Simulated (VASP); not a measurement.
# SnS2 (P-3m1) in VASP: further runs

Aim: see how the results for SnS2 move with the level of theory and the settings. Levels: PBE-based global hybrid with 5 % exact exchange, r2SCAN0, PBE-based global hybrid with 15 % exact exchange. Tasks: single point.

Everything below comes from runs of VASP 6.6.1. Logs are shortened: lines on timing, memory, paths and dates and some standing lists are left out, and cuts for length are marked.

## Step 1: The cell of the first run

The structure is trigonal, space group P-3m1 (No. 164). The conventional cell has a = 3.624 Å, b = 3.624 Å, c = 5.418 Å, α = 90.00°, β = 90.00°, γ = 120.00°. Sn (site symmetry -3m) has 6 S at 2.56 Å within 3.4 Å. Within 3.4 Å of S (site symmetry 3m) lie 3 Sn at 2.56 Å and 3 S at 3.24 Å.

## Step 2: Single point, PBE-based global hybrid with 5 % exact exchange

File POSCAR:

```
SnS2
1.0
    3.6235996058      0.0000000000      0.0000000000
   -1.8117998029      3.1381293118      0.0000000000
    0.0000000000      0.0000000000      5.4175484982
Sn S
1 2
Direct
    0.0000000000      0.0000000000      0.0000000000
    0.3333333333      0.6666666667      0.2720014038
    0.6666666667      0.3333333333      0.7279985962
```

File INCAR.step1:

```
PREC = Accurate
ENCUT = 400
EDIFF = 1E-5
ISMEAR = 0
SIGMA = 0.05
LREAL = False
LASPH = True
NELM = 120
ALGO = Normal
ISIF = 2
LWAVE = True
LCHARG = False
NBANDS = 20
GGA = PE
GGA_COMPAT = False
```

File INCAR.step2:

```
PREC = Accurate
ENCUT = 400
EDIFF = 1E-6
ISMEAR = 0
SIGMA = 0.05
LREAL = False
LASPH = True
NELM = 120
ALGO = Normal
ISIF = 2
LWAVE = False
LCHARG = False
GGA = PE
LHFCALC = True
AEXX = 0.05
PRECFOCK = Normal
NBANDS = 20
ISTART = 1
GGA_COMPAT = False
```

File KPOINTS:

```
regular mesh
0
Gamma
  4 4 2
```

Potentials or basis: VASP PAW PBE potentials, release 64 (Sn_d, S).

Launch:

```console
$ cat potpaw_PBE.64/Sn_d/POTCAR potpaw_PBE.64/S/POTCAR > POTCAR
$ cp INCAR.step1 INCAR
$ mpirun -np 1 vasp_std > vasp.out
$ cp INCAR.step2 INCAR
$ mpirun -np 1 vasp_std > vasp.out
```

OUTCAR:

```text
PREC = Accurate
   ENCUT = 400
   EDIFF = 1E-6
   ISMEAR = 0
   LREAL = False
   LASPH = True
   NELM = 120
   ISIF = 2
   GGA = PE
   LHFCALC = True
   AEXX = 0.05
   PRECFOCK = Normal
   ISTART = 1

 ion  position               nearest neighbor table
   1  0.000  0.000  0.000-   2 2.56   3 2.56   3 2.56   2 2.56   3 2.56   2 2.56
   2  0.333  0.667  0.272-   1 2.56   1 2.56   1 2.56
   3  0.667  0.333  0.728-   1 2.56   1 2.56   1 2.56

  LATTYP: Found a hexagonal cell.
 ALAT       =     3.6235996058
 C/A-ratio  =     1.4950737078

  Lattice vectors:

 A1 = (   3.6235996058,   0.0000000000,   0.0000000000)
 A2 = (  -1.8117998029,   3.1381293118,   0.0000000000)
 A3 = (   0.0000000000,   0.0000000000,   5.4175484982)

Analysis of symmetry for initial positions (statically):
=====================================================================
 Subroutine PRICEL returns:
 Original cell was already a primitive cell.

 Routine SETGRP: Setting up the symmetry group for a
 hexagonal supercell.

 Subroutine GETGRP returns: Found 12 space group operations
 (whereof 12 operations were pure point group operations)
 out of a pool of 24 trial point group operations.

The static configuration has the point symmetry D_3d.

Analysis of symmetry for dynamics (positions and initial velocities):
=====================================================================
 Subroutine PRICEL returns:
 Original cell was already a primitive cell.

 Routine SETGRP: Setting up the symmetry group for a
 hexagonal supercell.

 Subroutine GETGRP returns: Found 12 space group operations
 (whereof 12 operations were pure point group operations)
 out of a pool of 24 trial point group operations.

The dynamic configuration has the point symmetry D_3d.

 Subroutine INISYM returns: Found 12 space group operations
 (whereof 12 operations are pure point group operations),
 and found     1 'primitive' translations

----------------------------------------------------------------------------------------

                                     Primitive cell

  volume of cell :      61.6047

  direct lattice vectors                    reciprocal lattice vectors
     3.623599606  0.000000000  0.000000000     0.275968680  0.159330592  0.000000000
[... 75 lines left out ...]
   IBRION =     -1    ionic relax: 0-MD 1-quasi-New 2-CG
   NFREE  =      0    steps in history (QN), initial steepest desc. (CG)
   ISIF   =      2    stress and relaxation
   ISYM   =      3    0-nonsym 1-usesym 2-fastsym
   POTIM  = 0.5000    time-step for ionic-motion
   TEBEG  =    0.0;   TEEND  =   0.0 temperature during run
   PSTRESS=    0.0 pullay stress
   NELECT =      26.0000    total number of electrons
   NUPDOWN=      -1.0000    fix difference up-down
   EMIN   =  10.00;   EMAX   =-10.00  energy-range for DOS
   EFERMI =   0.00;   METHOD = LEGACY
   ISMEAR =     0;   SIGMA  =   0.05  broadening in eV -4-tet -1-fermi 0-gaus
   EFERMI_NEDOS =   21; number of points for ismear=-14 and -15
   IALGO  =     38    algorithm
   IMIX   =      1    mixing-type and parameters
     AMIX     =   0.40;   BMIX     =  1.00
     AMIX_MAG =   1.60;   BMIX_MAG =  1.00
  volume/ion in A,a.u.               =      20.53       138.58
  Fermi-wavevector in a.u.,A,eV,Ry     =   1.227990  2.320564 20.517018  1.507958
  Thomas-Fermi vector in A             =   2.362932
   LORBIT       =      0    0 simple, 1 ext, 2 COOP (PROOUT), +10 PAW based schemes
   GGA     = PE    functional components
   LHFCALC =     T    Hartree Fock is set to
   PRECFOCK=normal    Normal, Fast or Accurate (Low or Medium for compatibility)
   ENCUT4O =  -1.0   cutoff for four orbital integrals eV
   NKREDX  =     1    reduce k-point grid by
   NKREDY  =     1    reduce k-point grid by
   NKREDZ  =     1    reduce k-point grid by
   AEXX    =    0.0500 exact exchange contribution
   HFSCREEN=    0.0000 screening length (either q_TF or 0.3 A-1)
   HFSCREENC=   0.0000 screening length for correlation (either q_TF or 0.3 A-1)
   ENCUTFOCK=  -1.0 apply spherical cutoff to Coloumb kernel
   IVDW    =     0    specifies the selected vdW correction
   LEPSILON=     F    determine dielectric tensor
   LRPA    =     F    only Hartree local field effects (RPA)
 non-spin polarized calculation
 Gauss-broadening in eV      SIGMA  =   0.05
  energy-cutoff  :      400.00
  volume of cell :       61.60
 maximum number of plane-waves:      1134
 NGX is ok and might be reduce to    24
  NGX = 18; NGY = 18; NGZ = 28

 number of electron      25.9999995 magnetization

 Free energy of the ion-electron system (eV)
  ---------------------------------------------------
  ext. energy  EPLUGINS =         0.00000000
  ---------------------------------------------------
  free energy    TOTEN  =       -13.84443456 eV

  energy without entropy =      -13.84443456  energy(sigma->0) =      -13.84443456

 E-fermi :   6.3913     XC(G=0):  -9.7579

 val. band max:        6.1723075988   @ k =   0.0000   0.0000   0.0000
 cond. band min:       7.7661738704   @ k =   0.5000   0.0000   0.5000
 fundamental gap:      1.5938662716
 Fermi energy:         6.3912669001

 k-point     1 :       0.0000    0.0000    0.0000
  band No.  band energies     occupation
      1     -15.6565      2.00000
      2     -15.6565      2.00000
      3     -15.6128      2.00000
      4     -15.5807      2.00000
      5     -15.5807      2.00000
      6      -8.6929      2.00000
[... 173 lines left out ...]
     19      15.4715      0.00000
     20      15.5074      0.00000

------------------------ aborting loop because EDIFF is reached ----------------------------------------

  FORCE on cell =-STRESS in cart. coord.  units (eV):
  Direction    XX          YY          ZZ          XY          YZ          ZX
  --------------------------------------------------------------------------------------
  -------------------------------------------------------------------------------------
  Total        2.5402232      2.5402232      2.1965295      0.0000000      0.0000000     -0.0000000
  in kB       66.0645711     66.0645711     57.1259958      0.0000000      0.0000000     -0.0000000
  external PRESSURE =      63.0850460 kB  Pullay stress =       0.0000000 kB

 VOLUME and BASIS-vectors are now :
 -----------------------------------------------------------------------------
  energy-cutoff  :      400.00
  volume of cell :       61.60
      direct lattice vectors                 reciprocal lattice vectors
     3.623599606  0.000000000  0.000000000     0.275968680  0.159330592  0.000000000
    -1.811799803  3.138129312  0.000000000     0.000000000  0.318661183  0.000000000
     0.000000000  0.000000000  5.417548498     0.000000000  0.000000000  0.184585334

 POSITION                                       TOTAL-FORCE (eV/Angst)
 -----------------------------------------------------------------------------------
      0.00000      0.00000      0.00000         0.000000      0.000000      0.000000
     -0.00000      2.09209      1.47358        -0.000000     -0.000000     -0.175599
      1.81180      1.04604      3.94397         0.000000      0.000000      0.175599
 -----------------------------------------------------------------------------------
    total drift:                               -0.000002     -0.000000      0.000001

  FREE ENERGIE OF THE ION-ELECTRON SYSTEM (eV)
  ---------------------------------------------------
  free  energy   TOTEN  =       -13.8444345583 eV

  energy  without entropy=      -13.8444345583  energy(sigma->0) =      -13.84443456
```

OSZICAR.step1:

```text
N       E                     dE             d eps       ncg     rms          rms(c)
DAV:   1     0.188550147105E+03    0.18855E+03   -0.10837E+04   332   0.133E+03
DAV:   2     0.708746743783E+01   -0.18146E+03   -0.17487E+03   352   0.350E+02
DAV:   3    -0.126934926535E+02   -0.19781E+02   -0.19572E+02   372   0.108E+02
DAV:   4    -0.133993950267E+02   -0.70590E+00   -0.70380E+00   372   0.216E+01
DAV:   5    -0.134207658208E+02   -0.21371E-01   -0.21367E-01   464   0.368E+00    0.940E+00
DAV:   6    -0.129466040401E+02    0.47416E+00   -0.97746E-01   476   0.105E+01    0.672E+00
DAV:   7    -0.129208208183E+02    0.25783E-01   -0.29350E-01   408   0.335E+00    0.216E+00
DAV:   8    -0.129205158830E+02    0.30494E-03   -0.27650E-02   448   0.161E+00    0.702E-01
DAV:   9    -0.129209047067E+02   -0.38882E-03   -0.26857E-03   352   0.367E-01    0.174E-01
DAV:  10    -0.129208887953E+02    0.15911E-04   -0.36613E-04   440   0.135E-01    0.737E-02
DAV:  11    -0.129209421547E+02   -0.53359E-04   -0.77007E-05   352   0.528E-02    0.197E-02
DAV:  12    -0.129209428910E+02   -0.73630E-06   -0.31973E-06   224   0.127E-02
   1 F= -.12920943E+02 E0= -.12920943E+02  d E =-.924586E-21
```

Run time: 4.9 min. Hardware: 1 thread of Intel Xeon Platinum 8259CL at 2.50GHz (Skylake/Cascade Lake), shared host; peak memory 0.15 GiB.

What came out:

```yaml
Free_energy: -13.8444 eV
Pressure: 6.3 GPa
Largest_force: 0.176 eV/Å
Band_gap_on_the_k_mesh: 1.59 eV (least direct gap 1.88 eV)
```

Forces on the atoms (eV/Å):
```
Sn   0.000  0.000  0.000
S    0.000  0.000 -0.176
S    0.000  0.000  0.176
```

Levels at points of the mesh, in eV from the valence-band top:
```
           k point  band 9  band 10  band 11  band 12  band 13  band 14  band 15  band 16  band 17  band 18
(0.00, 0.00, 0.00)   -1.10    -1.10    -1.00    -1.00     0.00     1.88     3.49     5.50     5.50     9.25
(0.50, 0.00, 0.00)   -4.81    -3.78    -3.27    -2.01    -0.60     1.89     4.35     5.42     5.67     8.09
(0.00, 0.00, 0.50)   -2.86    -1.34    -1.34    -0.63    -0.63     3.43     3.66     4.91     4.91     8.05
(0.50, 0.00, 0.50)   -5.83    -2.84    -2.11    -1.45    -1.37     1.59     4.53     5.35     6.53     7.19
```

Caveat: the k points lie up to 0.58 Å⁻¹ apart; the PAW data sets were made with another functional, which shifts forces and pressure a little; spin-orbit coupling is left out, which moves the levels of the heavy elements.

## Step 3: Single point, r2SCAN0

POSCAR is that of step 2.

File INCAR.step1:

```
SYSTEM = SnS2
PREC = Accurate
ENCUT = 440
EDIFF = 1E-5
ISMEAR = 0
SIGMA = 0.05
LREAL = .False.
LASPH = .True.
NELM = 120
ALGO = Normal
ISIF = 2
LWAVE = .True.
LCHARG = .False.
GGA = PE
NBANDS = 20
GGA_COMPAT = .False.
```

File INCAR.step2:

```
SYSTEM = SnS2
PREC = Accurate
ENCUT = 440
EDIFF = 1E-6
ISMEAR = 0
SIGMA = 0.05
LREAL = .False.
LASPH = .True.
NELM = 120
ALGO = Normal
ISIF = 2
LWAVE = .False.
LCHARG = .False.
METAGGA = R2SCAN
LHFCALC = .True.
AEXX = 0.25
LMIXTAU = .True.
PRECFOCK = Normal
ISTART = 1
NBANDS = 20
GGA_COMPAT = .False.
```

File KPOINTS:

```
regular mesh
0
Gamma
  4 4 2
  0 0 0
```

Potentials or basis: VASP PAW PBE potentials, release 64 (Sn_d, S).

Launch:

```console
$ cat potpaw_PBE.64/Sn_d/POTCAR potpaw_PBE.64/S/POTCAR > POTCAR
$ cp INCAR.step1 INCAR
$ mpirun -np 1 vasp_std > vasp.out
$ cp INCAR.step2 INCAR
$ mpirun -np 1 vasp_std > vasp.out
```

Wall time 8.3 min (1 thread of Intel Xeon Platinum 8259CL at 2.50GHz (Skylake/Cascade Lake), shared host); peak memory 0.19 GiB.

Results (log left out):

```yaml
Free_energy: -39.4227 eV
Pressure: 2.3 GPa
Largest_force: 0.741 eV/Å
Band_gap_on_the_k_mesh: 3.04 eV (least direct gap 3.53 eV)
```

Forces in eV/Å, atoms in the order of the input:
```
Sn   0.000  0.000  0.000
S    0.000  0.000 -0.741
S    0.000  0.000  0.741
```

Stress tensor (GPa, compression positive):
```
2.53 0.00 0.00
0.00 2.53 0.00
0.00 0.00 1.82
```

Levels at points of the mesh, in eV from the valence-band top:
```csv
k point,band 9,band 10,band 11,band 12,band 13,band 14,band 15,band 16,band 17,band 18
"(0.00, 0.00, 0.00)",-1.21,-1.21,-1.08,-1.08,0.00,3.53,5.13,7.26,7.26,11.14
"(0.50, 0.00, 0.00)",-5.24,-4.15,-3.58,-2.11,-0.65,3.31,6.05,7.01,7.43,10.16
"(0.00, 0.00, 0.50)",-3.15,-1.47,-1.47,-0.68,-0.68,5.11,5.33,6.60,6.60,9.89
"(0.50, 0.00, 0.50)",-6.37,-3.10,-2.28,-1.57,-1.45,3.04,6.17,7.07,8.23,9.15
```

Caveat: the k points lie up to 0.58 Å⁻¹ apart; the PAW data sets were made with another functional, which shifts forces and pressure a little; spin-orbit coupling is left out, which moves the levels of the heavy elements. A k mesh can miss the band edges.

(Continued in part 2 of 2.)
